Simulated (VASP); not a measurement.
# Ca (I4_1/amd) in VASP: notebook, part 2 of 3

VASP 6.6.1. Earlier steps stand in the parts before.

### 3 Single point, PBE (40.89 Å³/atom)

INCAR

```
SYSTEM = Ca
ALGO = Normal
EDIFF = 1E-6
ENCUT = 520
GGA = PE
ISIF = 2
ISMEAR = -1
LASPH = .True.
LCHARG = .False.
LREAL = .False.
LWAVE = .False.
NBANDS = 17
NELM = 80
PREC = Accurate
SIGMA = 0.05
```

KPOINTS

```
k-points
0
Gamma
  12 12 12
  0 0 0
```

POSCAR

```
Ca
1.0
   -3.3550059606      3.3550059606      1.8163483468
    3.3550059606     -3.3550059606      1.8163483468
    3.3550059606      3.3550059606     -1.8163483468
Ca
2
Direct
   -0.3750000000     -0.1250000000     -0.2500000000
    0.3750000000      0.1250000000      0.2500000000
```

Potentials or basis: VASP PAW PBE potentials, release 64 (Ca_sv).

Started as:

```bash
> cat potpaw_PBE.64/Ca_sv/POTCAR > POTCAR
> mpirun -np 1 vasp_std > vasp.out
```

OUTCAR:

```text
SYSTEM = Ca
   EDIFF = 1E-6
   ENCUT = 520
   GGA = PE
   ISIF = 2
   ISMEAR = -1
   LASPH = .True.
   LREAL = .False.
   NELM = 80
   PREC = Accurate

 ion  position               nearest neighbor table
   1  0.625  0.875  0.750-
   2  0.375  0.125  0.250-

  LATTYP: Found a body centered tetragonal cell.
 ALAT       =     6.7100119212
 C/A-ratio  =     0.5413845365

  Lattice vectors:

 A1 = (  -3.3550059606,   3.3550059606,   1.8163483468)
 A2 = (   3.3550059606,  -3.3550059606,   1.8163483468)
 A3 = (   3.3550059606,   3.3550059606,  -1.8163483468)

Analysis of symmetry for initial positions (statically):
=====================================================================
 Subroutine PRICEL returns:
 Original cell was already a primitive cell.

 Routine SETGRP: Setting up the symmetry group for a
 body centered tetragonal supercell.

 Subroutine GETGRP returns: Found 16 space group operations
 (whereof  4 operations were pure point group operations)
 out of a pool of 16 trial point group operations.

The static configuration has the point symmetry C_2h.
 The point group associated with its full space group is D_4h.

Analysis of symmetry for dynamics (positions and initial velocities):
=====================================================================
 Subroutine PRICEL returns:
 Original cell was already a primitive cell.

 Routine SETGRP: Setting up the symmetry group for a
 body centered tetragonal supercell.

 Subroutine GETGRP returns: Found 16 space group operations
 (whereof  4 operations were pure point group operations)
 out of a pool of 16 trial point group operations.

The dynamic configuration has the point symmetry C_2h.
 The point group associated with its full space group is D_4h.

 Subroutine INISYM returns: Found 16 space group operations
 (whereof  4 operations are pure point group operations),
 and found     1 'primitive' translations

----------------------------------------------------------------------------------------

                                     Primitive cell

  volume of cell :      81.7797

  direct lattice vectors                    reciprocal lattice vectors
    -3.355005961  3.355005961  1.816348347     0.000000000  0.149031032  0.275277592
     3.355005961 -3.355005961  1.816348347     0.149031032  0.000000000  0.275277592
     3.355005961  3.355005961 -1.816348347     0.149031032  0.149031032  0.000000000

  length of vectors
     5.080477469  5.080477469  5.080477469     0.313030352  0.313030352  0.210761706

  position of ions in fractional coordinates (direct lattice)
     0.625000000  0.875000000  0.750000000
     0.375000000  0.125000000  0.250000000

  ion indices of the primitive-cell ions
   primitive index   ion index
                 1           1
                 2           2

----------------------------------------------------------------------------------------

 KPOINTS: k-points

Automatic generation of k-mesh.
 Grid dimensions read from file:
 generate k-points for:   12   12   12

 Generating k-lattice:

  Cartesian coordinates                     Fractional coordinates (reciprocal lattice)
     0.000000000  0.012419253  0.022939799     0.083333333 -0.000000000  0.000000000
     0.012419253  0.000000000  0.022939799    -0.000000000  0.083333333  0.000000000
     0.012419253  0.012419253  0.000000000     0.000000000  0.000000000  0.083333333

  Length of vectors
     0.026085863  0.026085863  0.017563476

  Shift w.r.t. Gamma in fractional coordinates (k-lattice)
     0.000000000  0.000000000  0.000000000

 Subroutine IBZKPT returns following result:
 ===========================================

 Found    163 irreducible k-points:

 Following reciprocal coordinates:
            Coordinates               Weight
  0.000000  0.000000  0.000000      1.000000
  0.083333  0.000000 -0.000000      8.000000
  0.166667  0.000000 -0.000000      8.000000
  0.250000  0.000000  0.000000      8.000000
  0.333333  0.000000  0.000000      8.000000
  0.416667  0.000000 -0.000000      8.000000
[... 16 lines left out ...]
  0.500000  0.166667 -0.000000     16.000000
 -0.416667  0.166667  0.000000     16.000000
 [... further k-points ...]
   k-points           NKPTS =    163   k-points in BZ     NKDIM =    163   number of bands    NBANDS=     17
   number of dos      NEDOS =    301   number of ions     NIONS =      2
   total plane-waves  NPLWV =  64000
   dimension x,y,z NGX =    40 NGY =   40 NGZ =   40
   dimension x,y,z NGXF=    80 NGYF=   80 NGZF=   80
   ions per type =               2
   NGX,Y,Z   is equivalent  to a cutoff of  13.09, 13.09, 13.09 a.u.
   NGXF,Y,Z  is equivalent  to a cutoff of  26.18, 26.18, 26.18 a.u.
 SYSTEM =  Ca
   PREC   = accura    normal or accurate (medium, high low for compatibility)
   ISTART =      0    job   : 0-new  1-cont  2-samecut
   ICHARG =      2    charge: 1-file 2-atom 10-const
   ISPIN  =      1    spin polarized calculation?
   LNONCOLLINEAR =      F non collinear calculations
   LSORBIT =      F    spin-orbit coupling
   LASPH  =      T    aspherical Exc in radial PAW
   ENCUT  =  520.0 eV  38.22 Ry    6.18 a.u.   9.45  9.45  9.45*2*pi/ulx,y,z
   NELM   =     80;   NELMIN=  2; NELMDL= -5     # of ELM steps
   EDIFF  = 0.1E-05   stopping-criterion for ELM
   LREAL  =      F    real-space projection
   EDIFFG = 0.1E-04   stopping-criterion for IOM
   NSW    =      0    number of steps for IOM
   IBRION =     -1    ionic relax: 0-MD 1-quasi-New 2-CG
   NFREE  =      0    steps in history (QN), initial steepest desc. (CG)
   ISIF   =      2    stress and relaxation
   ISYM   =      2    0-nonsym 1-usesym 2-fastsym
   POTIM  = 0.5000    time-step for ionic-motion
   TEBEG  =    0.0;   TEEND  =   0.0 temperature during run
   PSTRESS=    0.0 pullay stress
   NELECT =      20.0000    total number of electrons
   NUPDOWN=      -1.0000    fix difference up-down
   EMIN   =  10.00;   EMAX   =-10.00  energy-range for DOS
   EFERMI =   0.00;   METHOD = LEGACY
   ISMEAR =    -1;   SIGMA  =   0.05  broadening in eV -4-tet -1-fermi 0-gaus
   EFERMI_NEDOS =   21; number of points for ismear=-14 and -15
   IALGO  =     38    algorithm
   IMIX   =      4    mixing-type and parameters
     AMIX     =   0.40;   BMIX     =  1.00
     AMIX_MAG =   1.60;   BMIX_MAG =  1.00
  volume/ion in A,a.u.               =      40.89       275.94
  Fermi-wavevector in a.u.,A,eV,Ry     =   1.023771  1.934647 14.260369  1.048108
  Thomas-Fermi vector in A             =   2.157523
   LORBIT       =      0    0 simple, 1 ext, 2 COOP (PROOUT), +10 PAW based schemes
   GGA     = PE    functional components
   LHFCALC =     F    Hartree Fock is set to
   AEXX    =    0.0000 exact exchange contribution
   IVDW    =     0    specifies the selected vdW correction
   LEPSILON=     F    determine dielectric tensor
   LRPA    =     F    only Hartree local field effects (RPA)
 non-spin polarized calculation
  energy-cutoff  :      520.00
  volume of cell :       81.78
 maximum number of plane-waves:      2239
 NGX is ok and might be reduce to    40
   NGX = 19   NGY = 19   NGZ = 19

 number of electron      19.9999996 magnetization

 Free energy of the ion-electron system (eV)
  ---------------------------------------------------
  ext. energy  EPLUGINS =         0.00000000
  ---------------------------------------------------
  free energy    TOTEN  =        -3.34343227 eV

  energy without entropy =       -3.31763580  energy(sigma->0) =       -3.33053404

 E-fermi :   1.9853     XC(G=0):  -7.8218

 val. band max:        1.9850277453   @ k =  -0.3333   0.5000   0.2500
 cond. band min:       1.9883103971   @ k =   0.3333   0.0833   0.0833
 fundamental gap:      0.0032826518
 Fermi energy:         1.9852722384

 k-point     1 :       0.0000    0.0000    0.0000
  band No.  band energies     occupation
      1     -40.0369      2.00000
      2     -39.9944      2.00000
      3     -21.1130      2.00000
      4     -21.1130      2.00000
      5     -20.9390      2.00000
      6     -20.9361      2.00000
[... 9 lines left out ...]
     16       5.3476      0.00000
     17       5.3546      0.00000
[... 441 lines left out ...]
 k-point    24 :      -0.4167    0.1667    0.0000
  band No.  band energies     occupation
      1     -40.0206      2.00000
      2     -39.9988      2.00000
      3     -21.1011      2.00000
      4     -21.0534      2.00000
      5     -21.0345      2.00000
      6     -20.9896      2.00000
[... 9 lines left out ...]
     16       4.5742      0.00000
     17       5.1944      0.00000

 [... further k-points ...]

------------------------ aborting loop because EDIFF is reached ----------------------------------------

  FORCE on cell =-STRESS in cart. coord.  units (eV):
  Direction    XX          YY          ZZ          XY          YZ          ZX
  --------------------------------------------------------------------------------------
  -------------------------------------------------------------------------------------
  Total        0.3725940      0.3725940      0.3868238      0.0000000     -0.0000000      0.0000000
  in kB        7.2996286      7.2996286      7.5784095      0.0000000     -0.0000000      0.0000000
  external PRESSURE =       7.3925555 kB  Pullay stress =       0.0000000 kB

 VOLUME and BASIS-vectors are now :
 -----------------------------------------------------------------------------
  energy-cutoff  :      520.00
  volume of cell :       81.78
      direct lattice vectors                 reciprocal lattice vectors
    -3.355005961  3.355005961  1.816348347     0.000000000  0.149031032  0.275277592
     3.355005961 -3.355005961  1.816348347     0.149031032  0.000000000  0.275277592
     3.355005961  3.355005961 -1.816348347     0.149031032  0.149031032  0.000000000

 POSITION                                       TOTAL-FORCE (eV/Angst)
 -----------------------------------------------------------------------------------
      3.35501      1.67750      1.36226        -0.000000     -0.000000     -0.000000
      0.00000      1.67750      0.45409         0.000000      0.000000      0.000000
 -----------------------------------------------------------------------------------
    total drift:                               -0.000000     -0.000000      0.000000

  FREE ENERGIE OF THE ION-ELECTRON SYSTEM (eV)
  ---------------------------------------------------
  free  energy   TOTEN  =        -3.3434322749 eV

  energy  without entropy=       -3.3176358018  energy(sigma->0) =       -3.33053404
```

Wall time 2.1 min (1 thread of Intel Xeon 6975P-C (Granite Rapids), shared host); peak memory 0.37 GiB.

Results:

* Free energy: -3.3434 eV
* Pressure: 0.7 GPa
* Band gap on the k mesh: zero (bands 10 and 11 overlap by 0.99 eV)

### 4 Single point, PBE

This run uses another cell than the first one, of 43.04 Å³/atom.

INCAR

```
ALGO = Normal ; EDIFF = 1E-6
ENCUT = 520 ; GGA = PE
ISIF = 2 ; ISMEAR = -1
LASPH = True ; LCHARG = True
LELF = True ; LREAL = False
LVHAR = True ; LWAVE = False
NBANDS = 17 ; NELM = 80
PREC = Accurate ; SIGMA = 0.05
```

KPOINTS

```
k-points
0
Gamma
  12 12 12
```

POSCAR

```
Ca
1.0
   -3.4139015891      3.4139015891      1.8465460143
    3.4139015891     -3.4139015891      1.8465460143
    3.4139015891      3.4139015891     -1.8465460143
Ca
2
Direct
   -0.3750000000     -0.1250000000     -0.2500000000
    0.3750000000      0.1250000000      0.2500000000
```

Potentials or basis: VASP PAW PBE potentials, release 64 (Ca_sv).

Started as:

```bash
> cat potpaw_PBE.64/Ca_sv/POTCAR > POTCAR
> mpirun -np 1 vasp_std > vasp.out
```

OUTCAR:

```text
EDIFF = 1E-6
   ENCUT = 520
   GGA = PE
   ISIF = 2
   ISMEAR = -1
   LASPH = True
   LREAL = False
   NELM = 80
   PREC = Accurate

 ion  position               nearest neighbor table
   1  0.625  0.875  0.750-
   2  0.375  0.125  0.250-

  LATTYP: Found a body centered tetragonal cell.
 ALAT       =     6.8278031782
 C/A-ratio  =     0.5408902296

  Lattice vectors:

 A1 = (  -3.4139015891,   3.4139015891,   1.8465460143)
 A2 = (   3.4139015891,  -3.4139015891,   1.8465460143)
 A3 = (   3.4139015891,   3.4139015891,  -1.8465460143)

Analysis of symmetry for initial positions (statically):
=====================================================================
 Subroutine PRICEL returns:
 Original cell was already a primitive cell.

 Routine SETGRP: Setting up the symmetry group for a
 body centered tetragonal supercell.

 Subroutine GETGRP returns: Found 16 space group operations
 (whereof  4 operations were pure point group operations)
 out of a pool of 16 trial point group operations.

The static configuration has the point symmetry C_2h.
 The point group associated with its full space group is D_4h.

Analysis of symmetry for dynamics (positions and initial velocities):
=====================================================================
 Subroutine PRICEL returns:
 Original cell was already a primitive cell.

 Routine SETGRP: Setting up the symmetry group for a
 body centered tetragonal supercell.

 Subroutine GETGRP returns: Found 16 space group operations
 (whereof  4 operations were pure point group operations)
 out of a pool of 16 trial point group operations.

The dynamic configuration has the point symmetry C_2h.
 The point group associated with its full space group is D_4h.

 Subroutine INISYM returns: Found 16 space group operations
[... 110 lines left out ...]
   EMIN   =  10.00;   EMAX   =-10.00  energy-range for DOS
   EFERMI =   0.00;   METHOD = LEGACY
   ISMEAR =    -1;   SIGMA  =   0.05  broadening in eV -4-tet -1-fermi 0-gaus
   EFERMI_NEDOS =   21; number of points for ismear=-14 and -15
   IALGO  =     38    algorithm
   IMIX   =      4    mixing-type and parameters
     AMIX     =   0.40;   BMIX     =  1.00
     AMIX_MAG =   1.60;   BMIX_MAG =  1.00
  volume/ion in A,a.u.               =      43.04       290.46
  Fermi-wavevector in a.u.,A,eV,Ry     =   1.006416  1.901850 13.780971  1.012873
  Thomas-Fermi vector in A             =   2.139157
   LORBIT       =      0    0 simple, 1 ext, 2 COOP (PROOUT), +10 PAW based schemes
   GGA     = PE    functional components
   LHFCALC =     F    Hartree Fock is set to
   AEXX    =    0.0000 exact exchange contribution
   IVDW    =     0    specifies the selected vdW correction
   LEPSILON=     F    determine dielectric tensor
   LRPA    =     F    only Hartree local field effects (RPA)
 non-spin polarized calculation
  energy-cutoff  :      520.00
  volume of cell :       86.08
 maximum number of plane-waves:      2359
   NGX = 19   NGY = 19   NGZ = 19

 number of electron      20.0000002 magnetization

 Free energy of the ion-electron system (eV)
  ---------------------------------------------------
  ext. energy  EPLUGINS =         0.00000000
  ---------------------------------------------------
  free energy    TOTEN  =        -3.35383901 eV

  energy without entropy =       -3.32829465  energy(sigma->0) =       -3.34106683

 E-fermi :   1.8019     XC(G=0):  -7.6634

 val. band max:        1.7987829910   @ k =  -0.1667  -0.4167   0.1667
 cond. band min:       1.8030986739   @ k =   0.3333   0.1667   0.0833
 fundamental gap:      0.0043156830
 Fermi energy:         1.8018544230

 k-point     1 :       0.0000    0.0000    0.0000
  band No.  band energies     occupation
      1     -40.3450      2.00000
      2     -40.3110      2.00000
      3     -21.4035      2.00000
      4     -21.4035      2.00000
      5     -21.2543      2.00000
      6     -21.2518      2.00000
[... 457 lines left out ...]
      4     -21.3522      2.00000
      5     -21.3355      2.00000
      6     -21.2978      2.00000
[... 9 lines left out ...]
     16       4.2754      0.00000
     17       4.8711      0.00000

 [... further k-points ...]

------------------------ aborting loop because EDIFF is reached ----------------------------------------

  FORCE on cell =-STRESS in cart. coord.  units (eV):
  Direction    XX          YY          ZZ          XY          YZ          ZX
  --------------------------------------------------------------------------------------
  -------------------------------------------------------------------------------------
  Total        0.0014350      0.0014350      0.0076518      0.0000000      0.0000000     -0.0000000
  in kB        0.0267083      0.0267083      0.1424135      0.0000000      0.0000000     -0.0000000
  external PRESSURE =       0.0652767 kB  Pullay stress =       0.0000000 kB

 VOLUME and BASIS-vectors are now :
 -----------------------------------------------------------------------------
  energy-cutoff  :      520.00
  volume of cell :       86.08
      direct lattice vectors                 reciprocal lattice vectors
    -3.413901589  3.413901589  1.846546014     0.000000000  0.146459992  0.270775814
     3.413901589 -3.413901589  1.846546014     0.146459992  0.000000000  0.270775814
     3.413901589  3.413901589 -1.846546014     0.146459992  0.146459992  0.000000000

 POSITION                                       TOTAL-FORCE (eV/Angst)
 -----------------------------------------------------------------------------------
      3.41390      1.70695      1.38491         0.000000      0.000000      0.000000
      0.00000      1.70695      0.46164        -0.000000     -0.000000     -0.000000
 -----------------------------------------------------------------------------------
    total drift:                               -0.000000     -0.000000      0.000000

  FREE ENERGIE OF THE ION-ELECTRON SYSTEM (eV)
  ---------------------------------------------------
  free  energy   TOTEN  =        -3.3538390122 eV

  energy  without entropy=       -3.3282946455  energy(sigma->0) =       -3.34106683
```

OSZICAR:

```text
N       E                     dE             d eps       ncg     rms          rms(c)
DAV:   1     0.171530561742E+03    0.17153E+03   -0.10036E+04  5550   0.106E+03
DAV:   2     0.589990485958E+01   -0.16563E+03   -0.16357E+03  6296   0.317E+02
DAV:   3    -0.308382060561E+01   -0.89837E+01   -0.89201E+01 10801   0.531E+01
DAV:   4    -0.335853273248E+01   -0.27471E+00   -0.27447E+00  6921   0.102E+01
DAV:   5    -0.337166949221E+01   -0.13137E-01   -0.13134E-01  9348   0.144E+00    0.323E+00
DAV:   6    -0.335821339651E+01    0.13456E-01   -0.23268E-02  7204   0.149E+00    0.197E+00
DAV:   7    -0.335450696782E+01    0.37064E-02   -0.33807E-02  6501   0.199E+00    0.152E-01
DAV:   8    -0.335377086538E+01    0.73610E-03   -0.41059E-03  7093   0.506E-01    0.396E-02
DAV:   9    -0.335384053632E+01   -0.69671E-04   -0.43822E-04  9322   0.101E-01    0.147E-02
DAV:  10    -0.335384076873E+01   -0.23241E-06   -0.28121E-05  7051   0.457E-02    0.295E-03
DAV:  11    -0.335383892520E+01    0.18435E-05   -0.21046E-06  6537   0.107E-02    0.209E-03
DAV:  12    -0.335383901225E+01   -0.87042E-07   -0.34041E-07  4494   0.413E-03
   1 F= -.33538390E+01 E0= -.33410668E+01  d E =-.255444E-01
```

Run time: 2.4 min. Hardware: 1 thread of Intel Xeon 6975P-C (Granite Rapids), shared host; peak memory 0.37 GiB.

What came out:

```
Free energy            : -3.3538 eV
Pressure               : 0.0 GPa
Band gap on the k mesh : zero (bands 10 and 11 overlap by 1.06 eV)
```

(Part 2 of 3 ends here.)
